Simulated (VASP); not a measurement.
# ZnCo3C (Pm-3m) in VASP: notebook

ZnCo3C is run at these levels: LDA; tasks: single point.

All numbers are computed with VASP 6.6.1; they aren't measurements. Logs are shortened: lines on timing, memory, paths and dates and some standing lists are left out, and cuts for length are marked.

### 1 The cell of the first run

Symmetry: Pm-3m, No. 221, cubic system. Conventional cell: a = 3.727 Å, b = 3.727 Å, c = 3.727 Å, α = 90.00°, β = 90.00°, γ = 90.00°. Within 3.5 Å of Zn (site symmetry m-3m) lie 12 Co at 2.64 Å and 8 C at 3.23 Å. Within 2.5 Å of Co (site symmetry 4/mmm) lie 2 C at 1.86 Å. Within 2.5 Å of C (site symmetry m-3m) lie 6 Co at 1.86 Å.

### 2 Single point, LDA, collinear spin, ferromagnetic start

The input, INCAR:

```
SYSTEM = ZnCo3C
ALGO = Normal ; EDIFF = 1E-6
ENCUT = 520 ; GGA = CA
ISIF = 2 ; ISMEAR = -1
ISPIN = 2 ; LASPH = .TRUE.
LCHARG = .FALSE. ; LMAXMIX = 4
LORBIT = 11 ; LREAL = .FALSE.
LWAVE = .FALSE. ; MAGMOM = 0 3.2 3.2 3.2 0
NBANDS = 34 ; NELM = 150
PREC = Accurate ; SIGMA = 0.2
```

The input, KPOINTS:

```
k-points
0
G
  6 6 6
  0 0 0
```

The input, POSCAR:

```
ZnCo3C
1.0
    3.7269540000      0.0000000000      0.0000000000
    0.0000000000      3.7269540000      0.0000000000
    0.0000000000      0.0000000000      3.7269540000
Zn Co C
1 3 1
Direct
    0.0000000000      0.0000000000      0.0000000000
    0.0000000000      0.5000000000      0.5000000000
    0.5000000000      0.5000000000      0.0000000000
    0.5000000000      0.0000000000      0.5000000000
    0.5000000000      0.5000000000      0.5000000000
```

Potentials or basis: VASP PAW LDA potentials, release 64 (Zn, Co, C).

Run with:

```
$ cat potpaw_LDA.64/Zn/POTCAR potpaw_LDA.64/Co/POTCAR potpaw_LDA.64/C/POTCAR > POTCAR
$ mpirun -np 1 vasp_std > vasp.out
```

OUTCAR:

```text
SYSTEM = ZnCo3C
   EDIFF = 1E-6
   ENCUT = 520
   GGA = CA
   ISIF = 2
   ISMEAR = -1
   ISPIN = 2
   LASPH = .TRUE.
   LORBIT = 11
   LREAL = .FALSE.
   NELM = 150
   PREC = Accurate

 ion  position               nearest neighbor table
   1  0.000  0.000  0.000-   2 2.64   3 2.64   4 2.64   2 2.64   4 2.64   2 2.64   3 2.64   2 2.64
                             3 2.64   4 2.64   4 2.64   3 2.64
   2  0.000  0.500  0.500-   5 1.86   5 1.86   4 2.64   1 2.64   1 2.64   3 2.64   1 2.64   4 2.64
                             1 2.64   3 2.64   4 2.64   3 2.64   3 2.64   4 2.64
   3  0.500  0.500  0.000-   5 1.86   5 1.86   4 2.64   1 2.64   2 2.64   4 2.64   2 2.64   1 2.64
                             4 2.64   4 2.64   1 2.64   2 2.64   2 2.64   1 2.64
   4  0.500  0.000  0.500-   5 1.86   5 1.86   3 2.64   1 2.64   1 2.64   3 2.64   2 2.64   3 2.64
                             2 2.64   3 2.64   1 2.64   2 2.64   1 2.64   2 2.64
   5  0.500  0.500  0.500-   2 1.86   3 1.86   4 1.86   3 1.86   4 1.86   2 1.86

  LATTYP: Found a simple cubic cell.
 ALAT       =     3.7269540000

  Lattice vectors:

 A1 = (   3.7269540000,   0.0000000000,   0.0000000000)
 A2 = (   0.0000000000,   3.7269540000,   0.0000000000)
 A3 = (   0.0000000000,   0.0000000000,   3.7269540000)

Analysis of symmetry for initial positions (statically):
=====================================================================
 Subroutine PRICEL returns:
 Original cell was already a primitive cell.

 Routine SETGRP: Setting up the symmetry group for a
 simple cubic supercell.

 Subroutine GETGRP returns: Found 48 space group operations
 (whereof 48 operations were pure point group operations)
 out of a pool of 48 trial point group operations.

The static configuration has the point symmetry O_h .

Analysis of symmetry for dynamics (positions and initial velocities):
=====================================================================
 Subroutine PRICEL returns:
 Original cell was already a primitive cell.

 Routine SETGRP: Setting up the symmetry group for a
 simple cubic supercell.

 Subroutine GETGRP returns: Found 48 space group operations
 (whereof 48 operations were pure point group operations)
 out of a pool of 48 trial point group operations.

The dynamic configuration has the point symmetry O_h .

Analysis of structural, dynamic, and magnetic symmetry:
=====================================================================
 Subroutine PRICEL returns:
 Original cell was already a primitive cell.

 Routine SETGRP: Setting up the symmetry group for a
 simple cubic supercell.

 Subroutine GETGRP returns: Found 48 space group operations
 (whereof 48 operations were pure point group operations)
 out of a pool of 48 trial point group operations.

The overall configuration has the point symmetry O_h .

 Subroutine INISYM returns: Found 48 space group operations
 (whereof 48 operations are pure point group operations),
 and found     1 'primitive' translations

----------------------------------------------------------------------------------------

                                     Primitive cell

  volume of cell :      51.7681

  direct lattice vectors                    reciprocal lattice vectors
     3.726954000  0.000000000  0.000000000     0.268315627  0.000000000  0.000000000
     0.000000000  3.726954000  0.000000000     0.000000000  0.268315627  0.000000000
     0.000000000  0.000000000  3.726954000     0.000000000  0.000000000  0.268315627

  length of vectors
     3.726954000  3.726954000  3.726954000     0.268315627  0.268315627  0.268315627

  position of ions in fractional coordinates (direct lattice)
     0.000000000  0.000000000  0.000000000
     0.000000000  0.500000000  0.500000000
     0.500000000  0.500000000  0.000000000
     0.500000000  0.000000000  0.500000000
     0.500000000  0.500000000  0.500000000

  ion indices of the primitive-cell ions
   primitive index   ion index
                 1           1
                 2           2
                 3           3
                 4           4
[... 30 lines left out ...]
  0.000000  0.000000  0.000000      1.000000
  0.166667  0.000000  0.000000      6.000000
  0.333333  0.000000  0.000000      6.000000
  0.500000  0.000000  0.000000      3.000000
  0.166667  0.166667  0.000000     12.000000
  0.333333  0.166667  0.000000     24.000000
[... 12 lines left out ...]
  0.500000  0.500000  0.333333      6.000000
  0.500000  0.500000  0.500000      1.000000
   k-points           NKPTS =     20   k-points in BZ     NKDIM =     20   number of bands    NBANDS=     34
   number of dos      NEDOS =    301   number of ions     NIONS =      5
   total plane-waves  NPLWV =  21952
   dimension x,y,z NGX =    28 NGY =   28 NGZ =   28
   dimension x,y,z NGXF=    56 NGYF=   56 NGZF=   56
   ions per type =               1   3   1
   NGX,Y,Z   is equivalent  to a cutoff of  12.49, 12.49, 12.49 a.u.
   NGXF,Y,Z  is equivalent  to a cutoff of  24.98, 24.98, 24.98 a.u.
 SYSTEM =  ZnCo3C
   PREC   = accura    normal or accurate (medium, high low for compatibility)
   ISTART =      0    job   : 0-new  1-cont  2-samecut
   ICHARG =      2    charge: 1-file 2-atom 10-const
   ISPIN  =      2    spin polarized calculation?
   LNONCOLLINEAR =      F non collinear calculations
   LSORBIT =      F    spin-orbit coupling
   LASPH  =      T    aspherical Exc in radial PAW
   ENCUT  =  520.0 eV  38.22 Ry    6.18 a.u.   6.93  6.93  6.93*2*pi/ulx,y,z
   NELM   =    150;   NELMIN=  2; NELMDL= -5     # of ELM steps
   EDIFF  = 0.1E-05   stopping-criterion for ELM
   LREAL  =      F    real-space projection
   EDIFFG = 0.1E-04   stopping-criterion for IOM
   NSW    =      0    number of steps for IOM
   IBRION =     -1    ionic relax: 0-MD 1-quasi-New 2-CG
   NFREE  =      0    steps in history (QN), initial steepest desc. (CG)
   ISIF   =      2    stress and relaxation
   ISYM   =      2    0-nonsym 1-usesym 2-fastsym
   POTIM  = 0.5000    time-step for ionic-motion
   TEBEG  =    0.0;   TEEND  =   0.0 temperature during run
   PSTRESS=    0.0 pullay stress
   NELECT =      43.0000    total number of electrons
   NUPDOWN=      -1.0000    fix difference up-down
   EMIN   =  10.00;   EMAX   =-10.00  energy-range for DOS
   EFERMI =   0.00;   METHOD = LEGACY
   ISMEAR =    -1;   SIGMA  =   0.20  broadening in eV -4-tet -1-fermi 0-gaus
   EFERMI_NEDOS =   21; number of points for ismear=-14 and -15
   IALGO  =     38    algorithm
   IMIX   =      4    mixing-type and parameters
     AMIX     =   0.40;   BMIX     =  1.00
     AMIX_MAG =   1.60;   BMIX_MAG =  1.00
  volume/ion in A,a.u.               =      10.35        69.87
  Fermi-wavevector in a.u.,A,eV,Ry     =   1.538900  2.908099 32.221480  2.368212
  Thomas-Fermi vector in A             =   2.645203
   LORBIT       =     11    0 simple, 1 ext, 2 COOP (PROOUT), +10 PAW based schemes
   GGA     = CA    functional components
   LHFCALC =     F    Hartree Fock is set to
   AEXX    =    0.0000 exact exchange contribution
   IVDW    =     0    specifies the selected vdW correction
   LEPSILON=     F    determine dielectric tensor
   LRPA    =     F    only Hartree local field effects (RPA)
 spin polarized calculation
  energy-cutoff  :      520.00
  volume of cell :       51.77
 maximum number of plane-waves:      1412
 NGX is ok and might be reduce to    28
   NGX = 13   NGY = 13   NGZ = 13

 number of electron      43.0000020 magnetization      -0.0020503

 number of electron      43.0000020 magnetization       0.0013846

 Free energy of the ion-electron system (eV)
  ---------------------------------------------------
  ext. energy  EPLUGINS =         0.00000000
  ---------------------------------------------------
  free energy    TOTEN  =       -37.15244994 eV

  energy without entropy =      -36.48817624  energy(sigma->0) =      -36.82031309

 E-fermi :   7.9953     XC(G=0): -13.3483

 val. band max:        7.9950565414   @ k =   0.5000   0.5000   0.5000
 cond. band min:       8.0206518175   @ k =   0.3333   0.3333   0.3333
 fundamental gap:      0.0255952762
 Fermi energy:         7.9953397484

 spin component 1

 k-point     1 :       0.0000    0.0000    0.0000
  band No.  band energies     occupation
      1      -5.7319      1.00000
      2       0.7619      1.00000
      3       0.9605      1.00000
      4       0.9605      1.00000
      5       1.1496      1.00000
      6       1.1496      1.00000
[... 709 lines left out ...]
     32      21.8547      0.00000
     33      25.7031      0.00000
 Fermi energy:         7.9953397484

 spin component 2

 k-point     1 :       0.0000    0.0000    0.0000
  band No.  band energies     occupation
      1      -5.7319      1.00000
      2       0.7619      1.00000
      3       0.9605      1.00000
      4       0.9605      1.00000
      5       1.1497      1.00000
      6       1.1497      1.00000
[... 709 lines left out ...]
     32      21.8547      0.00000
     33      25.7031      0.00000
 [bands above 33 left out]

------------------------ aborting loop because EDIFF is reached ----------------------------------------

  FORCE on cell =-STRESS in cart. coord.  units (eV):
  Direction    XX          YY          ZZ          XY          YZ          ZX
  --------------------------------------------------------------------------------------
  -------------------------------------------------------------------------------------
  Total       -4.2049938     -4.2049938     -4.2049938     -0.0000000      0.0000000     -0.0000000
  in kB     -130.1409115   -130.1409115   -130.1409115     -0.0000000      0.0000000     -0.0000000
  external PRESSURE =    -130.1409115 kB  Pullay stress =       0.0000000 kB

 VOLUME and BASIS-vectors are now :
 -----------------------------------------------------------------------------
  energy-cutoff  :      520.00
  volume of cell :       51.77
      direct lattice vectors                 reciprocal lattice vectors
     3.726954000  0.000000000  0.000000000     0.268315627  0.000000000  0.000000000
     0.000000000  3.726954000  0.000000000     0.000000000  0.268315627  0.000000000
     0.000000000  0.000000000  3.726954000     0.000000000  0.000000000  0.268315627

 POSITION                                       TOTAL-FORCE (eV/Angst)
 -----------------------------------------------------------------------------------
      0.00000      0.00000      0.00000         0.000000      0.000000      0.000000
      0.00000      1.86348      1.86348         0.000000      0.000000      0.000000
      1.86348      1.86348      0.00000         0.000000      0.000000      0.000000
      1.86348      0.00000      1.86348         0.000000      0.000000      0.000000
      1.86348      1.86348      1.86348         0.000000      0.000000      0.000000
 -----------------------------------------------------------------------------------
    total drift:                                0.000000      0.000000      0.000000

  FREE ENERGIE OF THE ION-ELECTRON SYSTEM (eV)
  ---------------------------------------------------
  free  energy   TOTEN  =       -37.1524499413 eV

  energy  without entropy=      -36.4881762408  energy(sigma->0) =      -36.82031309

 total charge

# of ion       s       p       d       tot
------------------------------------------
    1        0.582   0.495   9.763  10.841
    2        0.434   0.601   7.469   8.505
    3        0.434   0.601   7.469   8.505
    4        0.434   0.601   7.469   8.505
    5        0.892   1.577   0.000   2.470
--------------------------------------------------
tot          2.777   3.876  32.172  38.825

 magnetization (x)

# of ion       s       p       d       tot
------------------------------------------
    1       -0.000  -0.000   0.000  -0.000
    2       -0.000  -0.000   0.000   0.000
    3       -0.000  -0.000   0.000   0.000
    4       -0.000  -0.000   0.000   0.000
    5       -0.000  -0.000   0.000  -0.000
--------------------------------------------------
tot         -0.000  -0.000   0.001   0.001
```

Wall time 82 s (1 thread of Oxide Virtual Turin-like, shared host); peak memory 0.15 GiB.

What came out:

- Free energy: -37.1524 eV
- Pressure: -13.0 GPa
- Net moment: 0.00 μB per cell
- Valence electrons inside the program's atomic spheres: Zn 10.84; Co 8.51; C 2.47

Levels at points of the mesh, in eV from the Fermi level:
Spin up:
```
           k point  band 18  band 19  band 20  band 21  band 22  band 23  band 24  band 25  band 26  band 27
(0.00, 0.00, 0.00)    -0.66    -0.66    -0.66    -0.03    -0.03    -0.03     0.23     3.78     4.83     4.83
(0.50, 0.00, 0.00)    -0.91    -0.91    -0.84    -0.44    -0.03     0.84     0.84     3.82     4.33     5.85
(0.50, 0.50, 0.00)    -0.95    -0.89    -0.88    -0.41     0.25     0.64     0.64     2.04     6.18     6.18
(0.50, 0.50, 0.50)    -1.22    -1.22    -0.38    -0.38     0.00     0.00     0.00     2.47     2.47     2.47
```
Spin down:
| k point | band 18 | band 19 | band 20 | band 21 | band 22 | band 23 | band 24 | band 25 | band 26 | band 27 |
| --- | --- | --- | --- | --- | --- | --- | --- | --- | --- | --- |
| (0.00, 0.00, 0.00) | -0.66 | -0.66 | -0.66 | -0.03 | -0.03 | -0.03 | 0.23 | 3.78 | 4.83 | 4.83 |
| (0.50, 0.00, 0.00) | -0.91 | -0.91 | -0.84 | -0.44 | -0.03 | 0.84 | 0.84 | 3.82 | 4.33 | 5.85 |
| (0.50, 0.50, 0.00) | -0.95 | -0.89 | -0.88 | -0.41 | 0.25 | 0.64 | 0.64 | 2.04 | 6.18 | 6.18 |
| (0.50, 0.50, 0.50) | -1.22 | -1.22 | -0.38 | -0.38 | 0.00 | 0.00 | 0.00 | 2.47 | 2.47 | 2.47 |

Caveat: the cell stands under tension; the moments typed at the start vanished in this run.

(Part 1 of 2 ends here.)
